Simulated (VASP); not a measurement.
# NaH (Fm-3m) in VASP: settings compared

The runs below take NaH through single point, with PBE, LDA.

All numbers are computed with VASP 6.6.1; they aren't measurements. Logs are shortened: lines on timing, memory, paths and dates and some standing lists are left out, and cuts for length are marked.

## 1. The cell of the first run

It takes space group Fm-3m (No. 225, cubic). Conventional cell: a = 4.795 Å, b = 4.795 Å, c = 4.795 Å, α = 90.00°, β = 90.00°, γ = 90.00°. Na (site symmetry m-3m) has 6 H at 2.40 Å within 3.2 Å. H (site symmetry m-3m) has 6 Na at 2.40 Å within 3.2 Å.

## 2. Single point, PBE

Contents of INCAR:

```
  PREC = Accurate
  ENCUT = 520
  EDIFF = 1E-6
  ISMEAR = 0
  SIGMA = 0.01
  LREAL = F
  LASPH = T
  NELM = 80
  ALGO = Normal
  ISIF = 2
  LWAVE = F
  LCHARG = F
  GGA = PE
  NBANDS = 11
```

Contents of KPOINTS:

```
Automatic mesh
0
Gamma
  4 4 4
```

Contents of POSCAR:

```
NaH
1.0
    0.0000000000      2.3975116394      2.3975116394
    2.3975116394      0.0000000000      2.3975116394
    2.3975116394      2.3975116394      0.0000000000
Na H
1 1
Direct
    0.0000000000      0.0000000000      0.0000000000
    0.5000000000      0.5000000000      0.5000000000
```

Potentials or basis: VASP PAW PBE potentials, release 64 (Na_pv, H).

On the command line:

```
> cat potpaw_PBE.64/Na_pv/POTCAR potpaw_PBE.64/H/POTCAR > POTCAR
> mpirun -np 1 vasp_std > vasp.out
```

OUTCAR:

```text
PREC = Accurate
   ENCUT = 520
   EDIFF = 1E-6
   ISMEAR = 0
   LREAL = F
   LASPH = T
   NELM = 80
   ISIF = 2
   GGA = PE

 ion  position               nearest neighbor table
   1  0.000  0.000  0.000-
   2  0.500  0.500  0.500-

  LATTYP: Found a face centered cubic cell.
 ALAT       =     4.7950232788

  Lattice vectors:

 A1 = (   0.0000000000,   2.3975116394,   2.3975116394)
 A2 = (   2.3975116394,   0.0000000000,   2.3975116394)
 A3 = (   2.3975116394,   2.3975116394,   0.0000000000)

Analysis of symmetry for initial positions (statically):
=====================================================================
 Subroutine PRICEL returns:
 Original cell was already a primitive cell.

 Routine SETGRP: Setting up the symmetry group for a
 face centered cubic supercell.

 Subroutine GETGRP returns: Found 48 space group operations
 (whereof 48 operations were pure point group operations)
 out of a pool of 48 trial point group operations.

The static configuration has the point symmetry O_h .

Analysis of symmetry for dynamics (positions and initial velocities):
=====================================================================
 Subroutine PRICEL returns:
 Original cell was already a primitive cell.

 Routine SETGRP: Setting up the symmetry group for a
 face centered cubic supercell.

 Subroutine GETGRP returns: Found 48 space group operations
 (whereof 48 operations were pure point group operations)
 out of a pool of 48 trial point group operations.

The dynamic configuration has the point symmetry O_h .

 Subroutine INISYM returns: Found 48 space group operations
 (whereof 48 operations are pure point group operations),
 and found     1 'primitive' translations

----------------------------------------------------------------------------------------

                                     Primitive cell

  volume of cell :      27.5621

  direct lattice vectors                    reciprocal lattice vectors
     0.000000000  2.397511639  2.397511639    -0.208549561  0.208549561  0.208549561
     2.397511639  0.000000000  2.397511639     0.208549561 -0.208549561  0.208549561
     2.397511639  2.397511639  0.000000000     0.208549561  0.208549561 -0.208549561

  length of vectors
     3.390593476  3.390593476  3.390593476     0.361218436  0.361218436  0.361218436

  position of ions in fractional coordinates (direct lattice)
     0.000000000  0.000000000  0.000000000
     0.500000000  0.500000000  0.500000000

[... 67 lines left out ...]
   POTIM  = 0.5000    time-step for ionic-motion
   TEBEG  =    0.0;   TEEND  =   0.0 temperature during run
   PSTRESS=    0.0 pullay stress
   NELECT =       8.0000    total number of electrons
   NUPDOWN=      -1.0000    fix difference up-down
   EMIN   =  10.00;   EMAX   =-10.00  energy-range for DOS
   EFERMI =   0.00;   METHOD = LEGACY
   ISMEAR =     0;   SIGMA  =   0.01  broadening in eV -4-tet -1-fermi 0-gaus
   EFERMI_NEDOS =   21; number of points for ismear=-14 and -15
   IALGO  =     38    algorithm
   IMIX   =      4    mixing-type and parameters
     AMIX     =   0.40;   BMIX     =  1.00
     AMIX_MAG =   1.60;   BMIX_MAG =  1.00
  volume/ion in A,a.u.               =      13.78        93.00
  Fermi-wavevector in a.u.,A,eV,Ry     =   1.083929  2.048328 15.985508  1.174902
  Thomas-Fermi vector in A             =   2.220007
   LORBIT       =      0    0 simple, 1 ext, 2 COOP (PROOUT), +10 PAW based schemes
   GGA     = PE    functional components
   LHFCALC =     F    Hartree Fock is set to
   AEXX    =    0.0000 exact exchange contribution
   IVDW    =     0    specifies the selected vdW correction
   LEPSILON=     F    determine dielectric tensor
   LRPA    =     F    only Hartree local field effects (RPA)
 non-spin polarized calculation
 Gauss-broadening in eV      SIGMA  =   0.01
  energy-cutoff  :      520.00
  volume of cell :       27.56
 maximum number of plane-waves:       754
 NGX is ok and might be reduce to    28
   NGX = 13   NGY = 13   NGZ = 13

 number of electron       7.9999992 magnetization

 Free energy of the ion-electron system (eV)
  ---------------------------------------------------
  ext. energy  EPLUGINS =         0.00000000
  ---------------------------------------------------
  free energy    TOTEN  =        -5.08638355 eV

  energy without entropy =       -5.08638355  energy(sigma->0) =       -5.08638355

 E-fermi :  -0.8892     XC(G=0):  -7.8488

 val. band max:       -1.0396501267   @ k =  -0.2500   0.5000   0.2500
 cond. band min:       2.7607437582   @ k =   0.5000   0.0000   0.0000
 fundamental gap:      3.8003938848
 Fermi energy:        -0.8892135840

 k-point     1 :       0.0000    0.0000    0.0000
  band No.  band energies     occupation
      1     -23.0997      2.00000
      2     -23.0997      2.00000
      3     -23.0997      2.00000
      4      -4.7228      2.00000
      5       9.5861      0.00000
      6      14.7383      0.00000
      7      14.7383      0.00000
      8      14.7383      0.00000
      9      15.6538      0.00000
     10      15.6538      0.00000
     11      15.6538      0.00000
[... 85 lines left out ...]
 k-point     8 :      -0.2500    0.5000    0.2500
  band No.  band energies     occupation
      1     -23.1619      2.00000
      2     -23.1619      2.00000
      3     -23.1362      2.00000
      4      -1.0397      2.00000
      5       5.0527      0.00000
      6       5.0527      0.00000
      7       7.4707      0.00000
      8      15.6135      0.00000
      9      16.9727      0.00000
     10      16.9727      0.00000
     11      18.5622      0.00000

------------------------ aborting loop because EDIFF is reached ----------------------------------------

  FORCE on cell =-STRESS in cart. coord.  units (eV):
  Direction    XX          YY          ZZ          XY          YZ          ZX
  --------------------------------------------------------------------------------------
  -------------------------------------------------------------------------------------
  Total        0.0906022      0.0906022      0.0906022      0.0000000      0.0000000      0.0000000
  in kB        5.2666853      5.2666853      5.2666853      0.0000000      0.0000000      0.0000000
  external PRESSURE =       5.2666853 kB  Pullay stress =       0.0000000 kB

 VOLUME and BASIS-vectors are now :
 -----------------------------------------------------------------------------
  energy-cutoff  :      520.00
  volume of cell :       27.56
      direct lattice vectors                 reciprocal lattice vectors
     0.000000000  2.397511639  2.397511639    -0.208549561  0.208549561  0.208549561
     2.397511639  0.000000000  2.397511639     0.208549561 -0.208549561  0.208549561
     2.397511639  2.397511639  0.000000000     0.208549561  0.208549561 -0.208549561

 POSITION                                       TOTAL-FORCE (eV/Angst)
 -----------------------------------------------------------------------------------
      0.00000      0.00000      0.00000         0.000000     -0.000000      0.000000
      2.39751      2.39751      2.39751        -0.000000      0.000000     -0.000000
 -----------------------------------------------------------------------------------
    total drift:                               -0.000000     -0.000000     -0.000000

  FREE ENERGIE OF THE ION-ELECTRON SYSTEM (eV)
  ---------------------------------------------------
  free  energy   TOTEN  =        -5.0863835485 eV

  energy  without entropy=       -5.0863835485  energy(sigma->0) =       -5.08638355
```

OSZICAR:

```text
N       E                     dE             d eps       ncg     rms          rms(c)
DAV:   1     0.427533860307E+02    0.42753E+02   -0.45320E+03   176   0.764E+02
DAV:   2    -0.374518887211E+01   -0.46499E+02   -0.45533E+02   182   0.224E+02
DAV:   3    -0.550264703786E+01   -0.17575E+01   -0.17558E+01   208   0.377E+01
DAV:   4    -0.551545760578E+01   -0.12811E-01   -0.12810E-01   222   0.320E+00
DAV:   5    -0.551554722960E+01   -0.89624E-04   -0.89623E-04   197   0.269E-01    0.321E+00
DAV:   6    -0.517551711139E+01    0.34003E+00   -0.32520E-01   202   0.281E+00    0.149E+00
DAV:   7    -0.508187932061E+01    0.93638E-01   -0.32086E-01   185   0.216E+00    0.348E-01
DAV:   8    -0.508641660438E+01   -0.45373E-02   -0.98075E-03   194   0.957E-01    0.653E-02
DAV:   9    -0.508639602268E+01    0.20582E-04   -0.10626E-03   208   0.347E-01    0.217E-02
DAV:  10    -0.508638084298E+01    0.15180E-04   -0.55076E-05   210   0.491E-02    0.416E-03
DAV:  11    -0.508638389253E+01   -0.30496E-05   -0.55885E-06   194   0.110E-02    0.307E-03
DAV:  12    -0.508638354850E+01    0.34403E-06   -0.21205E-07   103   0.311E-03
   1 F= -.50863835E+01 E0= -.50863835E+01  d E =-.273871-101
```

Wall time 4 s (1 thread of Intel Xeon 6975P-C, shared host); peak memory 0.14 GiB.

What came out:

| Property | Result |
| --- | --- |
| Free energy | -5.0864 eV |
| Pressure | 0.5 GPa |
| Band gap on the k mesh | 3.80 eV, indirect (least direct gap 4.67 eV) |

Caveat: the k points lie up to 0.57 Å⁻¹ apart.

## 3. Single point, PBE

Contents of INCAR:

```
SYSTEM = NaH
PREC = Accurate
ENCUT = 520
EDIFF = 1E-7
ISMEAR = 0
SIGMA = 0.01
LREAL = .False.
LASPH = .True.
NELM = 80
ALGO = Normal
ISIF = 2
LWAVE = .False.
LCHARG = .True.
GGA = PE
LELF = .True.
LVHAR = .True.
NBANDS = 11
```

Contents of KPOINTS:

```
Automatic mesh
0
Gamma
  4 4 4
  0 0 0
```

POSCAR is that of step 2.

Potentials or basis: VASP PAW PBE potentials, release 64 (Na_pv, H).

On the command line:

```
> cat potpaw_PBE.64/Na_pv/POTCAR potpaw_PBE.64/H/POTCAR > POTCAR
> mpirun -np 1 vasp_std > vasp.out
```

OUTCAR:

```text
SYSTEM = NaH
   PREC = Accurate
   ENCUT = 520
   EDIFF = 1E-7
   ISMEAR = 0
   LREAL = .False.
   LASPH = .True.
   NELM = 80
   ISIF = 2
   GGA = PE

 ion  position               nearest neighbor table
   1  0.000  0.000  0.000-
   2  0.500  0.500  0.500-

  LATTYP: Found a face centered cubic cell.
 ALAT       =     4.7950232788

  Lattice vectors:

 A1 = (   0.0000000000,   2.3975116394,   2.3975116394)
 A2 = (   2.3975116394,   0.0000000000,   2.3975116394)
 A3 = (   2.3975116394,   2.3975116394,   0.0000000000)

Analysis of symmetry for initial positions (statically):
=====================================================================
 Subroutine PRICEL returns:
 Original cell was already a primitive cell.

 Routine SETGRP: Setting up the symmetry group for a
 face centered cubic supercell.

 Subroutine GETGRP returns: Found 48 space group operations
 (whereof 48 operations were pure point group operations)
 out of a pool of 48 trial point group operations.

The static configuration has the point symmetry O_h .

Analysis of symmetry for dynamics (positions and initial velocities):
=====================================================================
 Subroutine PRICEL returns:
 Original cell was already a primitive cell.

 Routine SETGRP: Setting up the symmetry group for a
 face centered cubic supercell.

 Subroutine GETGRP returns: Found 48 space group operations
 (whereof 48 operations were pure point group operations)
 out of a pool of 48 trial point group operations.

The dynamic configuration has the point symmetry O_h .

 Subroutine INISYM returns: Found 48 space group operations
 (whereof 48 operations are pure point group operations),
 and found     1 'primitive' translations

----------------------------------------------------------------------------------------

                                     Primitive cell

  volume of cell :      27.5621

[... 96 lines left out ...]
   GGA     = PE    functional components
   LHFCALC =     F    Hartree Fock is set to
   AEXX    =    0.0000 exact exchange contribution
   IVDW    =     0    specifies the selected vdW correction
   LEPSILON=     F    determine dielectric tensor
   LRPA    =     F    only Hartree local field effects (RPA)
 non-spin polarized calculation
 Gauss-broadening in eV      SIGMA  =   0.01
  energy-cutoff  :      520.00
  volume of cell :       27.56
 maximum number of plane-waves:       754
 NGX is ok and might be reduce to    28
   NGX = 13   NGY = 13   NGZ = 13

 number of electron       7.9999992 magnetization

 Free energy of the ion-electron system (eV)
  ---------------------------------------------------
  ext. energy  EPLUGINS =         0.00000000
  ---------------------------------------------------
  free energy    TOTEN  =        -5.08638356 eV

  energy without entropy =       -5.08638356  energy(sigma->0) =       -5.08638356

 E-fermi :  -0.8892     XC(G=0):  -7.8488

 val. band max:       -1.0396186388   @ k =  -0.2500   0.5000   0.2500
 cond. band min:       2.7607831018   @ k =   0.5000   0.0000   0.0000
 fundamental gap:      3.8004017405
 Fermi energy:        -0.8891705203

 k-point     1 :       0.0000    0.0000    0.0000
  band No.  band energies     occupation
      1     -23.0996      2.00000
      2     -23.0996      2.00000
      3     -23.0996      2.00000
      4      -4.7228      2.00000
      5       9.5862      0.00000
      6      14.7383      0.00000
      7      14.7383      0.00000
      8      14.7383      0.00000
      9      15.6538      0.00000
     10      15.6538      0.00000
     11      15.6538      0.00000
[... 85 lines left out ...]
 k-point     8 :      -0.2500    0.5000    0.2500
  band No.  band energies     occupation
      1     -23.1618      2.00000
      2     -23.1618      2.00000
      3     -23.1361      2.00000
      4      -1.0396      2.00000
      5       5.0528      0.00000
      6       5.0528      0.00000
      7       7.4707      0.00000
      8      15.6135      0.00000
      9      16.9727      0.00000
     10      16.9728      0.00000
     11      18.5622      0.00000

------------------------ aborting loop because EDIFF is reached ----------------------------------------

  FORCE on cell =-STRESS in cart. coord.  units (eV):
  Direction    XX          YY          ZZ          XY          YZ          ZX
  --------------------------------------------------------------------------------------
  -------------------------------------------------------------------------------------
  Total        0.0897272      0.0897272      0.0897272     -0.0000000     -0.0000000      0.0000000
  in kB        5.2158177      5.2158177      5.2158177     -0.0000000     -0.0000000      0.0000000
  external PRESSURE =       5.2158177 kB  Pullay stress =       0.0000000 kB

 VOLUME and BASIS-vectors are now :
 -----------------------------------------------------------------------------
  energy-cutoff  :      520.00
  volume of cell :       27.56
      direct lattice vectors                 reciprocal lattice vectors
     0.000000000  2.397511639  2.397511639    -0.208549561  0.208549561  0.208549561
     2.397511639  0.000000000  2.397511639     0.208549561 -0.208549561  0.208549561
     2.397511639  2.397511639  0.000000000     0.208549561  0.208549561 -0.208549561

 POSITION                                       TOTAL-FORCE (eV/Angst)
 -----------------------------------------------------------------------------------
      0.00000      0.00000      0.00000         0.000000     -0.000000     -0.000000
      2.39751      2.39751      2.39751         0.000000      0.000000      0.000000
 -----------------------------------------------------------------------------------
    total drift:                               -0.000000     -0.000000      0.000000

  FREE ENERGIE OF THE ION-ELECTRON SYSTEM (eV)
  ---------------------------------------------------
  free  energy   TOTEN  =        -5.0863835633 eV

  energy  without entropy=       -5.0863835633  energy(sigma->0) =       -5.08638356
```

OSZICAR:

```text
N       E                     dE             d eps       ncg     rms          rms(c)
DAV:   1     0.427533860307E+02    0.42753E+02   -0.45320E+03   176   0.764E+02
DAV:   2    -0.374518887211E+01   -0.46499E+02   -0.45533E+02   182   0.224E+02
DAV:   3    -0.550264703786E+01   -0.17575E+01   -0.17558E+01   208   0.377E+01
DAV:   4    -0.551545760578E+01   -0.12811E-01   -0.12810E-01   222   0.320E+00
DAV:   5    -0.551554722960E+01   -0.89624E-04   -0.89623E-04   197   0.269E-01    0.321E+00
DAV:   6    -0.517551711139E+01    0.34003E+00   -0.32520E-01   202   0.281E+00    0.149E+00
DAV:   7    -0.508187932061E+01    0.93638E-01   -0.32086E-01   185   0.216E+00    0.348E-01
DAV:   8    -0.508641660438E+01   -0.45373E-02   -0.98075E-03   194   0.957E-01    0.653E-02
DAV:   9    -0.508639602268E+01    0.20582E-04   -0.10626E-03   208   0.347E-01    0.217E-02
DAV:  10    -0.508638084298E+01    0.15180E-04   -0.55076E-05   210   0.491E-02    0.416E-03
DAV:  11    -0.508638389253E+01   -0.30496E-05   -0.55885E-06   194   0.110E-02    0.307E-03
DAV:  12    -0.508638354949E+01    0.34304E-06   -0.22175E-07   191   0.311E-03    0.255E-04
DAV:  13    -0.508638356331E+01   -0.13817E-07   -0.61487E-09    97   0.602E-04
   1 F= -.50863836E+01 E0= -.50863836E+01  d E =-.264496-101
```

stdout:

```text
POSCAR found type information on POSCAR NaH
 POSCAR found :  2 types and       2 ions
 scaLAPACK will be used
 LDA part: xc-table for (Slater+PW92), standard interpolation
 POSCAR, INCAR and KPOINTS ok, starting setup
 FFT: planning ... GRIDC
 FFT: planning ... GRID_SOFT
 FFT: planning ... GRID
 WAVECAR not read
 entering main loop
```

Run time: 3.4 s. Hardware: 1 thread of Intel Xeon 6975P-C, shared host; peak memory 0.14 GiB.

What came out:

```
Free energy            : -5.0864 eV
Pressure               : 0.5 GPa
Band gap on the k mesh : 3.80 eV, indirect (least direct gap 4.67 eV)
```

Caveat: the k points lie up to 0.57 Å⁻¹ apart. A k mesh can miss the band edges.

## 4. Single point, LDA

Contents of INCAR:

```
SYSTEM = NaH
PREC = Accurate
ENCUT = 520
EDIFF = 1E-6
ISMEAR = 0
SIGMA = 0.01
LREAL = .FALSE.
LASPH = .TRUE.
NELM = 100
ALGO = Normal
ISIF = 2
LWAVE = .FALSE.
LCHARG = .FALSE.
NBANDS = 11
```

Contents of KPOINTS:

```
Automatic mesh
0
G
  4 4 4
  0 0 0
```

POSCAR is that of step 3.

Potentials or basis: VASP PAW LDA potentials, release 64 (Na_pv, H).

On the command line:

```
> cat potpaw_LDA.64/Na_pv/POTCAR potpaw_LDA.64/H/POTCAR > POTCAR
> mpirun -np 1 vasp_std > vasp.out
```

Wall time 2.4 s (1 thread of Intel Xeon 6975P-C, shared host); peak memory 0.13 GiB.

The run converged. Its results:

```
Free energy            : -5.3996 eV
Pressure               : -1.7 GPa
Band gap on the k mesh : 3.44 eV, indirect (least direct gap 4.37 eV)
```

Levels at points of the mesh, in eV from the valence-band top:
```csv
k point,band 1,band 2,band 3,band 4,band 5,band 6,band 7,band 8
"(0.00, 0.00, 0.00)",-22.13,-22.13,-22.13,-3.86,10.59,15.36,15.36,15.36
"(0.50, 0.00, 0.00)",-22.24,-22.15,-22.15,-0.93,3.44,10.74,13.21,13.21
"(0.50, 0.50, 0.00)",-22.23,-22.17,-22.17,-0.20,4.34,9.75,10.47,10.47
```

Caveat: the k points lie up to 0.57 Å⁻¹ apart.
